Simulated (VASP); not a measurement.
# AsPb (P6/mmm) in VASP: single point with PBE

Aim: the single point of AsPb with PBE.

Program: VASP 6.6.1. These are calculated values, not measurements. Logs are shortened: lines on timing, memory, paths and dates and some standing lists are left out, and cuts for length are marked.

### Step 1. The cell of the first run

The structure is hexagonal, space group P6/mmm (No. 191). The conventional cell has a = 3.828 Å, b = 3.828 Å, c = 4.816 Å, α = 90.00°, β = 90.00°, γ = 120.00°. Within 3.2 Å of As (site symmetry 6/mmm) lie 2 Pb at 2.41 Å. Within 3.2 Å of Pb (site symmetry 6/mmm) lie 2 As at 2.41 Å.

### Step 2. Single point, PBE

INCAR reads:

```
SYSTEM = AsPb
PREC = Accurate
ENCUT = 520
EDIFF = 1E-6
ISMEAR = 0
SIGMA = 0.1
LREAL = .False.
LASPH = .True.
NELM = 100
ALGO = Normal
ISIF = 2
LWAVE = .False.
LCHARG = .False.
GGA = PE
NBANDS = 16
```

KPOINTS reads:

```
regular mesh
0
Gamma
  6 6 4
  0 0 0
```

POSCAR reads:

```
AsPb
1.0
    3.8282245500      0.0000000000      0.0000000000
   -1.9141122800      3.3153397100      0.0000000000
    0.0000000000      0.0000000000      4.8164012500
As Pb
1 1
Direct
    0.0000000000      0.0000000000      0.0000000000
    0.0000000000      0.0000000000      0.5000000000
```

Potentials or basis: VASP PAW PBE potentials, release 64 (As, Pb_d).

The run is started by

```sh
$ cat potpaw_PBE.64/As/POTCAR potpaw_PBE.64/Pb_d/POTCAR > POTCAR
$ mpirun -np 1 vasp_std > vasp.out
```

OUTCAR:

```text
SYSTEM = AsPb
   PREC = Accurate
   ENCUT = 520
   EDIFF = 1E-6
   ISMEAR = 0
   LREAL = .False.
   LASPH = .True.
   NELM = 100
   ISIF = 2
   GGA = PE

 ion  position               nearest neighbor table
   1  0.000  0.000  0.000-   2 2.41   2 2.41
   2  0.000  0.000  0.500-   1 2.41   1 2.41

  LATTYP: Found a hexagonal cell.
 ALAT       =     3.8282245500
 C/A-ratio  =     1.2581292417

  Lattice vectors:

 A1 = (   3.8282245500,   0.0000000000,   0.0000000000)
 A2 = (  -1.9141122800,   3.3153397100,   0.0000000000)
 A3 = (   0.0000000000,   0.0000000000,   4.8164012500)

Analysis of symmetry for initial positions (statically):
=====================================================================
 Subroutine PRICEL returns:
 Original cell was already a primitive cell.

 Routine SETGRP: Setting up the symmetry group for a
 hexagonal supercell.

 Subroutine GETGRP returns: Found 24 space group operations
 (whereof 24 operations were pure point group operations)
 out of a pool of 24 trial point group operations.

The static configuration has the point symmetry D_6h.

Analysis of symmetry for dynamics (positions and initial velocities):
=====================================================================
 Subroutine PRICEL returns:
 Original cell was already a primitive cell.

 Routine SETGRP: Setting up the symmetry group for a
 hexagonal supercell.

 Subroutine GETGRP returns: Found 24 space group operations
 (whereof 24 operations were pure point group operations)
 out of a pool of 24 trial point group operations.

The dynamic configuration has the point symmetry D_6h.

 Subroutine INISYM returns: Found 24 space group operations
 (whereof 24 operations are pure point group operations),
 and found     1 'primitive' translations

----------------------------------------------------------------------------------------

                                     Primitive cell

  volume of cell :      61.1291

  direct lattice vectors                    reciprocal lattice vectors
     3.828224550  0.000000000  0.000000000     0.261217697  0.150814108  0.000000000
    -1.914112280  3.315339710  0.000000000     0.000000000  0.301628215  0.000000000
     0.000000000  0.000000000  4.816401250     0.000000000  0.000000000  0.207623898

  length of vectors
     3.828224550  3.828224551  4.816401250     0.301628215  0.301628215  0.207623898

  position of ions in fractional coordinates (direct lattice)
     0.000000000  0.000000000  0.000000000
     0.000000000  0.000000000  0.500000000

  ion indices of the primitive-cell ions
   primitive index   ion index
                 1           1
                 2           2

----------------------------------------------------------------------------------------

 KPOINTS: regular mesh

Automatic generation of k-mesh.
 Grid dimensions read from file:
 generate k-points for:    6    6    4

 Generating k-lattice:

  Cartesian coordinates                     Fractional coordinates (reciprocal lattice)
     0.043536283  0.025135685  0.000000000     0.166666667  0.000000000  0.000000000
     0.000000000  0.050271369  0.000000000     0.000000000  0.166666667  0.000000000
     0.000000000  0.000000000  0.051905974     0.000000000  0.000000000  0.250000000

  Length of vectors
     0.050271369  0.050271369  0.051905974

  Shift w.r.t. Gamma in fractional coordinates (k-lattice)
     0.000000000  0.000000000  0.000000000

 Subroutine IBZKPT returns following result:
 ===========================================

 Found     21 irreducible k-points:

 Following reciprocal coordinates:
            Coordinates               Weight
  0.000000  0.000000  0.000000      1.000000
  0.166667 -0.000000  0.000000      6.000000
  0.333333  0.000000  0.000000      6.000000
  0.500000  0.000000  0.000000      3.000000
  0.166667  0.166667  0.000000      6.000000
  0.333333  0.166667  0.000000     12.000000
[... 13 lines left out ...]
  0.333333  0.166667  0.500000     12.000000
  0.333333  0.333333  0.500000      2.000000
   k-points           NKPTS =     21   k-points in BZ     NKDIM =     21   number of bands    NBANDS=     16
   number of dos      NEDOS =    301   number of ions     NIONS =      2
   total plane-waves  NPLWV =  28224
   dimension x,y,z NGX =    28 NGY =   28 NGZ =   36
   dimension x,y,z NGXF=    56 NGYF=   56 NGZF=   72
   ions per type =               1   1
   NGX,Y,Z   is equivalent  to a cutoff of  12.16, 12.16, 12.43 a.u.
   NGXF,Y,Z  is equivalent  to a cutoff of  24.32, 24.32, 24.85 a.u.
 SYSTEM =  AsPb
   PREC   = accura    normal or accurate (medium, high low for compatibility)
   ISTART =      0    job   : 0-new  1-cont  2-samecut
   ICHARG =      2    charge: 1-file 2-atom 10-const
   ISPIN  =      1    spin polarized calculation?
   LNONCOLLINEAR =      F non collinear calculations
   LSORBIT =      F    spin-orbit coupling
   LASPH  =      T    aspherical Exc in radial PAW
   ENCUT  =  520.0 eV  38.22 Ry    6.18 a.u.   7.12  7.12  8.96*2*pi/ulx,y,z
   NELM   =    100;   NELMIN=  2; NELMDL= -5     # of ELM steps
   EDIFF  = 0.1E-05   stopping-criterion for ELM
   LREAL  =      F    real-space projection
   EDIFFG = 0.1E-04   stopping-criterion for IOM
   NSW    =      0    number of steps for IOM
   IBRION =     -1    ionic relax: 0-MD 1-quasi-New 2-CG
   NFREE  =      0    steps in history (QN), initial steepest desc. (CG)
   ISIF   =      2    stress and relaxation
   ISYM   =      2    0-nonsym 1-usesym 2-fastsym
   POTIM  = 0.5000    time-step for ionic-motion
   TEBEG  =    0.0;   TEEND  =   0.0 temperature during run
   PSTRESS=    0.0 pullay stress
   NELECT =      19.0000    total number of electrons
   NUPDOWN=      -1.0000    fix difference up-down
   EMIN   =  10.00;   EMAX   =-10.00  energy-range for DOS
   EFERMI =   0.00;   METHOD = LEGACY
   ISMEAR =     0;   SIGMA  =   0.10  broadening in eV -4-tet -1-fermi 0-gaus
   EFERMI_NEDOS =   21; number of points for ismear=-14 and -15
   IALGO  =     38    algorithm
   IMIX   =      4    mixing-type and parameters
     AMIX     =   0.40;   BMIX     =  1.00
     AMIX_MAG =   1.60;   BMIX_MAG =  1.00
  volume/ion in A,a.u.               =      30.56       206.26
  Fermi-wavevector in a.u.,A,eV,Ry     =   1.108945  2.095602 16.731886  1.229759
  Thomas-Fermi vector in A             =   2.245478
   LORBIT       =      0    0 simple, 1 ext, 2 COOP (PROOUT), +10 PAW based schemes
   GGA     = PE    functional components
   LHFCALC =     F    Hartree Fock is set to
   AEXX    =    0.0000 exact exchange contribution
   IVDW    =     0    specifies the selected vdW correction
   LEPSILON=     F    determine dielectric tensor
   LRPA    =     F    only Hartree local field effects (RPA)
 non-spin polarized calculation
 Gauss-broadening in eV      SIGMA  =   0.10
  energy-cutoff  :      520.00
  volume of cell :       61.13
 maximum number of plane-waves:      1665
   NGX = 15   NGY = 15   NGZ = 17

 number of electron      19.0000004 magnetization

 Free energy of the ion-electron system (eV)
  ---------------------------------------------------
  ext. energy  EPLUGINS =         0.00000000
  ---------------------------------------------------
  free energy    TOTEN  =        -5.52136516 eV

  energy without entropy =       -5.50476443  energy(sigma->0) =       -5.51306480

 E-fermi :   4.2803     XC(G=0):  -9.1955

 val. band max:        4.2716299407   @ k =   0.3333   0.0000   0.2500
 cond. band min:       4.3465589624   @ k =   0.1667  -0.0000   0.0000
 fundamental gap:      0.0749290217
 Fermi energy:         4.2802792367

 k-point     1 :       0.0000    0.0000    0.0000
  band No.  band energies     occupation
      1     -13.3313      2.00000
      2     -12.7014      2.00000
      3     -12.7014      2.00000
      4     -12.6896      2.00000
      5     -12.6896      2.00000
      6      -8.0464      2.00000
[... 8 lines left out ...]
     15      12.9764      0.00000
     16      12.9764      0.00000

 k-point     2 :       0.1667   -0.0000    0.0000
  band No.  band energies     occupation
      1     -13.3198      2.00000
      2     -12.7144      2.00000
      3     -12.7045      2.00000
      4     -12.6928      2.00000
      5     -12.6635      2.00000
      6      -7.8229      2.00000
[... 8 lines left out ...]
     15      12.2373      0.00000
     16      14.0791      0.00000

 k-point     3 :       0.3333    0.0000    0.0000
  band No.  band energies     occupation
      1     -13.2970      2.00000
      2     -12.7402      2.00000
      3     -12.7108      2.00000
      4     -12.6996      2.00000
      5     -12.6106      2.00000
      6      -7.2965      2.00000
[... 8 lines left out ...]
     15      14.5620      0.00000
     16      14.8141      0.00000

 k-point     4 :       0.5000    0.0000    0.0000
  band No.  band energies     occupation
      1     -13.2859      2.00000
      2     -12.7529      2.00000
      3     -12.7139      2.00000
      4     -12.7033      2.00000
      5     -12.5839      2.00000
      6      -6.9750      2.00000
[... 8 lines left out ...]
     15      14.1439      0.00000
     16      14.5499      0.00000
[... 267 lines left out ...]
 k-point    19 :       0.1667    0.1667    0.5000
  band No.  band energies     occupation
      1     -13.1509      2.00000
      2     -12.7508      2.00000
      3     -12.7286      2.00000
      4     -12.6898      2.00000
      5     -12.6311      2.00000
      6      -6.6556      2.00000
[... 8 lines left out ...]
     15      12.3271      0.00000
     16      13.4876      0.00000

 k-point    20 :       0.3333    0.1667    0.5000
  band No.  band energies     occupation
      1     -13.1369      2.00000
      2     -12.7672      2.00000
      3     -12.7383      2.00000
      4     -12.6820      2.00000
      5     -12.6042      2.00000
      6      -6.3531      2.00000
[... 8 lines left out ...]
     15      13.3746      0.00000
     16      14.5445      0.00000

 k-point    21 :       0.3333    0.3333    0.5000
  band No.  band energies     occupation
      1     -13.1312      2.00000
      2     -12.7571      2.00000
      3     -12.7571      2.00000
      4     -12.6380      2.00000
      5     -12.6380      2.00000
      6      -6.2462      2.00000
[... 8 lines left out ...]
     15      13.7950      0.00000
     16      15.8412      0.00000

------------------------ aborting loop because EDIFF is reached ----------------------------------------

  FORCE on cell =-STRESS in cart. coord.  units (eV):
  Direction    XX          YY          ZZ          XY          YZ          ZX
  --------------------------------------------------------------------------------------
  -------------------------------------------------------------------------------------
  Total       -1.1039185     -1.1039185     16.2310190      0.0000000      0.0000000      0.0000000
  in kB      -28.9334026    -28.9334026    425.4105625      0.0000000      0.0000000      0.0000000
  external PRESSURE =     122.5145858 kB  Pullay stress =       0.0000000 kB

 VOLUME and BASIS-vectors are now :
 -----------------------------------------------------------------------------
  energy-cutoff  :      520.00
  volume of cell :       61.13
      direct lattice vectors                 reciprocal lattice vectors
     3.828224550  0.000000000  0.000000000     0.261217697  0.150814108  0.000000000
    -1.914112280  3.315339710  0.000000000     0.000000000  0.301628215  0.000000000
     0.000000000  0.000000000  4.816401250     0.000000000  0.000000000  0.207623898

 POSITION                                       TOTAL-FORCE (eV/Angst)
 -----------------------------------------------------------------------------------
      0.00000      0.00000      0.00000         0.000000      0.000000      0.000000
      0.00000      0.00000      2.40820        -0.000000      0.000000      0.000000
 -----------------------------------------------------------------------------------
    total drift:                               -0.000000     -0.000000      0.000000

  FREE ENERGIE OF THE ION-ELECTRON SYSTEM (eV)
  ---------------------------------------------------
  free  energy   TOTEN  =        -5.5213651592 eV

  energy  without entropy=       -5.5047644343  energy(sigma->0) =       -5.51306480
```

Run time: 7.5 s. Hardware: 1 thread of Intel Xeon 6975P-C (Granite Rapids), shared host; peak memory 0.17 GiB.

Results:

```yaml
Free_energy: -5.5214 eV
Pressure: 12.3 GPa
```

Caveat: spin-orbit coupling is left out, which moves the levels of the heavy elements.
